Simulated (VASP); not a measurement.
# Mg (Im-3m) in VASP: notebook

The runs below take Mg through single point, with r2SCAN.

Program: VASP 6.6.1. These are calculated values, not measurements. Logs are shortened: lines on timing, memory, paths and dates and some standing lists are left out, and cuts for length are marked.

## Step 1: The cell of the first run

It takes space group Im-3m (No. 229, cubic). The conventional cell has a = 3.557 Å, b = 3.557 Å, c = 3.557 Å, α = 90.00°, β = 90.00°, γ = 90.00°. Mg (site symmetry m-3m) has 14 Mg at 3.08 to 3.56 Å within 4.1 Å.

This isn't the form of Mg at room conditions, which is hcp.

## Step 2: Single point, r2SCAN

POSCAR

```
Mg
1.0
   -1.7784587581      1.7784587581      1.7784587581
    1.7784587581     -1.7784587581      1.7784587581
    1.7784587581      1.7784587581     -1.7784587581
Mg
1
Direct
    0.0000000000      0.0000000000      0.0000000000
```

INCAR.step1

```
ALGO = Normal
EDIFF = 1E-4
ENCUT = 520
GGA = PE
ISMEAR = -1
LASPH = T
LCHARG = F
LREAL = F
LWAVE = T
NBANDS = 7
NELM = 100
PREC = Accurate
SIGMA = 0.1
```

INCAR.step2

```
ALGO = Normal
EDIFF = 1E-7
ENCUT = 520
ISIF = 2
ISMEAR = -1
ISTART = 1
LASPH = T
LCHARG = F
LMIXTAU = T
LREAL = F
LWAVE = F
METAGGA = R2SCAN
NBANDS = 7
NELM = 100
PREC = Accurate
SIGMA = 0.1
```

KPOINTS

```
k-points
0
Gamma
  12 12 12
```

Potentials or basis: VASP PAW PBE potentials, release 64 (Mg).

Launch:

```sh
> cat potpaw_PBE.64/Mg/POTCAR > POTCAR
> cp INCAR.step1 INCAR
> mpirun -np 1 vasp_std > vasp.out
> cp INCAR.step2 INCAR
> mpirun -np 1 vasp_std > vasp.out
```

OUTCAR:

```text
EDIFF = 1E-7
   ENCUT = 520
   ISIF = 2
   ISMEAR = -1
   ISTART = 1
   LASPH = T
   LREAL = F
   METAGGA = R2SCAN
   NELM = 100
   PREC = Accurate

 ion  position               nearest neighbor table
   1  0.000  0.000  0.000-

  LATTYP: Found a body centered cubic cell.
 ALAT       =     3.5569175162

  Lattice vectors:

 A1 = (  -1.7784587581,   1.7784587581,   1.7784587581)
 A2 = (   1.7784587581,  -1.7784587581,   1.7784587581)
 A3 = (   1.7784587581,   1.7784587581,  -1.7784587581)

Analysis of symmetry for initial positions (statically):
=====================================================================
 Subroutine PRICEL returns:
 Original cell was already a primitive cell.

 Routine SETGRP: Setting up the symmetry group for a
 body centered cubic supercell.

 Subroutine GETGRP returns: Found 48 space group operations
 (whereof 48 operations were pure point group operations)
 out of a pool of 48 trial point group operations.

The static configuration has the point symmetry O_h .

Analysis of symmetry for dynamics (positions and initial velocities):
=====================================================================
 Subroutine PRICEL returns:
 Original cell was already a primitive cell.

 Routine SETGRP: Setting up the symmetry group for a
 body centered cubic supercell.

 Subroutine GETGRP returns: Found 48 space group operations
 (whereof 48 operations were pure point group operations)
 out of a pool of 48 trial point group operations.

The dynamic configuration has the point symmetry O_h .

 Subroutine INISYM returns: Found 48 space group operations
 (whereof 48 operations are pure point group operations),
 and found     1 'primitive' translations

----------------------------------------------------------------------------------------

                                     Primitive cell

  volume of cell :      22.5005

  direct lattice vectors                    reciprocal lattice vectors
    -1.778458758  1.778458758  1.778458758     0.000000000  0.281142308  0.281142308
     1.778458758 -1.778458758  1.778458758     0.281142308  0.000000000  0.281142308
     1.778458758  1.778458758 -1.778458758     0.281142308  0.281142308  0.000000000

  length of vectors
     3.080380928  3.080380928  3.080380928     0.397595265  0.397595265  0.397595265

  position of ions in fractional coordinates (direct lattice)
     0.000000000  0.000000000  0.000000000

  ion indices of the primitive-cell ions
   primitive index   ion index
                 1           1

----------------------------------------------------------------------------------------

 KPOINTS: k-points

Automatic generation of k-mesh.
 Grid dimensions read from file:
 generate k-points for:   12   12   12

 Generating k-lattice:

  Cartesian coordinates                     Fractional coordinates (reciprocal lattice)
     0.000000000  0.023428526  0.023428526     0.083333333  0.000000000  0.000000000
     0.023428526  0.000000000  0.023428526     0.000000000  0.083333333  0.000000000
     0.023428526  0.023428526  0.000000000     0.000000000  0.000000000  0.083333333

  Length of vectors
     0.033132939  0.033132939  0.033132939

  Shift w.r.t. Gamma in fractional coordinates (k-lattice)
     0.000000000  0.000000000  0.000000000

 Subroutine IBZKPT returns following result:
 ===========================================

 Found     72 irreducible k-points:

 Following reciprocal coordinates:
            Coordinates               Weight
  0.000000  0.000000  0.000000      1.000000
  0.083333  0.000000  0.000000     12.000000
  0.166667  0.000000  0.000000     12.000000
  0.250000  0.000000  0.000000     12.000000
  0.333333  0.000000  0.000000     12.000000
  0.416667  0.000000  0.000000     12.000000
[... 16 lines left out ...]
  0.333333  0.083333  0.083333     24.000000
  0.416667  0.083333  0.083333     12.000000
 [... further k-points ...]
   k-points           NKPTS =     72   k-points in BZ     NKDIM =     72   number of bands    NBANDS=      7
   number of dos      NEDOS =    301   number of ions     NIONS =      1
   total plane-waves  NPLWV =  13824
   dimension x,y,z NGX =    24 NGY =   24 NGZ =   24
   dimension x,y,z NGXF=    48 NGYF=   48 NGZF=   48
   ions per type =               1
   NGX,Y,Z   is equivalent  to a cutoff of  12.95, 12.95, 12.95 a.u.
   NGXF,Y,Z  is equivalent  to a cutoff of  25.91, 25.91, 25.91 a.u.
 SYSTEM =  unknown system
   PREC   = accura    normal or accurate (medium, high low for compatibility)
   ISTART =      1    job   : 0-new  1-cont  2-samecut
   ICHARG =      0    charge: 1-file 2-atom 10-const
   ISPIN  =      1    spin polarized calculation?
   LNONCOLLINEAR =      F non collinear calculations
   LSORBIT =      F    spin-orbit coupling
   LASPH  =      T    aspherical Exc in radial PAW
   ENCUT  =  520.0 eV  38.22 Ry    6.18 a.u.   5.73  5.73  5.73*2*pi/ulx,y,z
   NELM   =    100;   NELMIN=  2; NELMDL=  0     # of ELM steps
   EDIFF  = 0.1E-06   stopping-criterion for ELM
   LREAL  =      F    real-space projection
   EDIFFG = 0.1E-05   stopping-criterion for IOM
   NSW    =      0    number of steps for IOM
   IBRION =     -1    ionic relax: 0-MD 1-quasi-New 2-CG
   NFREE  =      0    steps in history (QN), initial steepest desc. (CG)
   ISIF   =      2    stress and relaxation
   ISYM   =      2    0-nonsym 1-usesym 2-fastsym
   POTIM  = 0.5000    time-step for ionic-motion
   TEBEG  =    0.0;   TEEND  =   0.0 temperature during run
   PSTRESS=    0.0 pullay stress
   NELECT =       2.0000    total number of electrons
   NUPDOWN=      -1.0000    fix difference up-down
   EMIN   =  10.00;   EMAX   =-10.00  energy-range for DOS
   EFERMI =   0.00;   METHOD = LEGACY
   ISMEAR =    -1;   SIGMA  =   0.10  broadening in eV -4-tet -1-fermi 0-gaus
   EFERMI_NEDOS =   21; number of points for ismear=-14 and -15
   IALGO  =     38    algorithm
   IMIX   =      4    mixing-type and parameters
     AMIX     =   0.40;   BMIX     =  1.00
     AMIX_MAG =   1.60;   BMIX_MAG =  1.00
  volume/ion in A,a.u.               =      22.50       151.84
  Fermi-wavevector in a.u.,A,eV,Ry     =   0.730614  1.380659  7.262737  0.533796
  Thomas-Fermi vector in A             =   1.822627
   LORBIT       =      0    0 simple, 1 ext, 2 COOP (PROOUT), +10 PAW based schemes
   METAGGA = R2SCAN    functional components
   LHFCALC =     F    Hartree Fock is set to
   AEXX    =    0.0000 exact exchange contribution
   IVDW    =     0    specifies the selected vdW correction
   LEPSILON=     F    determine dielectric tensor
   LRPA    =     F    only Hartree local field effects (RPA)
 non-spin polarized calculation
  energy-cutoff  :      520.00
  volume of cell :       22.50
 maximum number of plane-waves:       623
   NGX = 11   NGY = 11   NGZ = 11

 number of electron       2.0000000 magnetization

 Free energy of the ion-electron system (eV)
  ---------------------------------------------------
  ext. energy  EPLUGINS =         0.00000000
  ---------------------------------------------------
  free energy    TOTEN  =        -4.12464168 eV

  energy without entropy =       -4.11084874  energy(sigma->0) =       -4.11774521

 E-fermi :   2.7561     XC(G=0):  -9.1037

 val. band max:        2.7377588235   @ k =   0.4167   0.0833   0.0000
 cond. band min:       2.8489340009   @ k =  -0.4167  -0.4167   0.1667
 fundamental gap:      0.1111751774
 Fermi energy:         2.7561099374

 k-point     1 :       0.0000    0.0000    0.0000
  band No.  band energies     occupation
      1      -4.7194      2.00000
      2      16.8126      0.00000
      3      16.8126      0.00000
      4      16.8127      0.00000
      5      18.9904      0.00000
      6      18.9904      0.00000
      7      19.4469      0.00000

 k-point     2 :       0.0833    0.0000    0.0000
  band No.  band energies     occupation
      1      -4.5431      2.00000
      2      14.9334      0.00000
      3      15.9753      0.00000
      4      16.1286      0.00000
      5      17.6532      0.00000
      6      17.9821      0.00000
      7      19.6275      0.00000

 k-point     3 :       0.1667    0.0000    0.0000
  band No.  band energies     occupation
      1      -4.0162      2.00000
      2      11.8347      0.00000
      3      14.6547      0.00000
      4      15.0759      0.00000
      5      16.2809      0.00000
      6      17.3295      0.00000
      7      20.0798      0.00000

 k-point     4 :       0.2500    0.0000    0.0000
  band No.  band energies     occupation
      1      -3.1445      2.00000
      2       8.8552      0.00000
      3      13.5191      0.00000
      4      14.1846      0.00000
      5      15.2026      0.00000
      6      16.6109      0.00000
      7      20.9088      0.00000

 k-point     5 :       0.3333    0.0000    0.0000
  band No.  band energies     occupation
      1      -1.9381      2.00000
      2       6.1284      0.00000
      3      12.6832      0.00000
      4      13.5353      0.00000
      5      14.4324      0.00000
      6      15.9773      0.00000
      7      21.7953      0.00000
[... 161 lines left out ...]
 k-point    22 :       0.2500    0.0833    0.0833
  band No.  band energies     occupation
      1      -1.5966      2.00000
      2       6.4065      0.00000
      3       9.8322      0.00000
      4      11.2519      0.00000
      5      17.9063      0.00000
      6      18.6426      0.00000
      7      22.0400      0.00000

 k-point    23 :       0.3333    0.0833    0.0833
  band No.  band energies     occupation
      1      -0.0835      2.00000
      2       4.0030      0.00001
      3       9.3382      0.00000
      4      10.7877      0.00000
      5      17.4523      0.00000
      6      18.3313      0.00000
      7      23.0794      0.00000

 k-point    24 :       0.4167    0.0833    0.0833
  band No.  band energies     occupation
      1       1.3834      2.00000
      2       2.2376      1.98886
      3       9.1734      0.00000
      4      10.6325      0.00000
      5      17.2983      0.00000
      6      18.2178      0.00000
      7      23.7185      0.00000

 [... further k-points ...]
[... 5 lines left out ...]
  --------------------------------------------------------------------------------------
  -------------------------------------------------------------------------------------
  Total       -0.0361583     -0.0361583     -0.0361583     -0.0000000     -0.0000000     -0.0000000
  in kB       -2.5747048     -2.5747048     -2.5747048     -0.0000000     -0.0000000     -0.0000000
  external PRESSURE =      -2.5747048 kB  Pullay stress =       0.0000000 kB

 VOLUME and BASIS-vectors are now :
 -----------------------------------------------------------------------------
  energy-cutoff  :      520.00
  volume of cell :       22.50
      direct lattice vectors                 reciprocal lattice vectors
    -1.778458758  1.778458758  1.778458758     0.000000000  0.281142308  0.281142308
     1.778458758 -1.778458758  1.778458758     0.281142308  0.000000000  0.281142308
     1.778458758  1.778458758 -1.778458758     0.281142308  0.281142308  0.000000000

 POSITION                                       TOTAL-FORCE (eV/Angst)
 -----------------------------------------------------------------------------------
      0.00000      0.00000      0.00000        -0.000000      0.000000     -0.000000
 -----------------------------------------------------------------------------------
    total drift:                               -0.000000      0.000000      0.000000

  FREE ENERGIE OF THE ION-ELECTRON SYSTEM (eV)
  ---------------------------------------------------
  free  energy   TOTEN  =        -4.1246416795 eV

  energy  without entropy=       -4.1108487367  energy(sigma->0) =       -4.11774521
```

Wall time 87 s (1 thread of AMD EPYC 7R13, shared host); peak memory 0.12 GiB.

Results:

* Free energy: -4.1246 eV
* Pressure: -0.3 GPa
* Band gap on the k mesh: zero (bands 1 and 2 overlap by 5.02 eV)

Caveat: the PAW data sets were made with another functional, which shifts forces and pressure a little.

## Step 3: Single point, r2SCAN (19.80 Å³/atom)

This run uses another cell than the first one, of 19.80 Å³/atom.

POSCAR

```
Mg
1.0
   -1.7042685217      1.7042685217      1.7042685217
    1.7042685217     -1.7042685217      1.7042685217
    1.7042685217      1.7042685217     -1.7042685217
Mg
1
Direct
    0.0000000000      0.0000000000      0.0000000000
```

INCAR.step1

```
ALGO = Normal ; EDIFF = 1E-4
ENCUT = 520 ; GGA = PE
ISMEAR = -1 ; LASPH = T
LCHARG = F ; LREAL = F
LWAVE = T ; NBANDS = 7
NELM = 100 ; PREC = Accurate
SIGMA = 0.1
```

INCAR.step2

```
ALGO = Normal ; EDIFF = 1E-7
ENCUT = 520 ; ISIF = 2
ISMEAR = -1 ; ISTART = 1
LASPH = T ; LCHARG = F
LMIXTAU = T ; LREAL = F
LWAVE = F ; METAGGA = R2SCAN
NBANDS = 7 ; NELM = 100
PREC = Accurate ; SIGMA = 0.1
```

KPOINTS

```
k-points
0
Gamma
  14 14 14
```

Potentials or basis: VASP PAW PBE potentials, release 64 (Mg).

Launch:

```sh
> cat potpaw_PBE.64/Mg/POTCAR > POTCAR
> cp INCAR.step1 INCAR
> mpirun -np 1 vasp_std > vasp.out
> cp INCAR.step2 INCAR
> mpirun -np 1 vasp_std > vasp.out
```

Run time: 1.9 min. Hardware: 1 thread of AMD EPYC 7R13, shared host; peak memory 0.12 GiB.

The run converged. Its results:

```
Free energy            : -4.0824 eV
Pressure               : 6.2 GPa
Band gap on the k mesh : zero (bands 1 and 2 overlap by 5.03 eV)
```

Levels at points of the mesh, in eV from the Fermi level:
```
           k point  band 1  band 2  band 3  band 4  band 5  band 6
(0.00, 0.00, 0.00)   -8.16   14.90   14.90   14.90   17.21   17.21
(0.50, 0.00, 0.00)   -1.98   -0.92    9.65   11.28   11.88   13.76
(0.50, 0.50, 0.50)    4.11    4.11    4.54    4.54    4.54   10.27
```

Caveat: the cell stands under pressure; the PAW data sets were made with another functional, which shifts forces and pressure a little.

The gap in the log of VASP goes by the Fermi energy; the results here count the filled bands.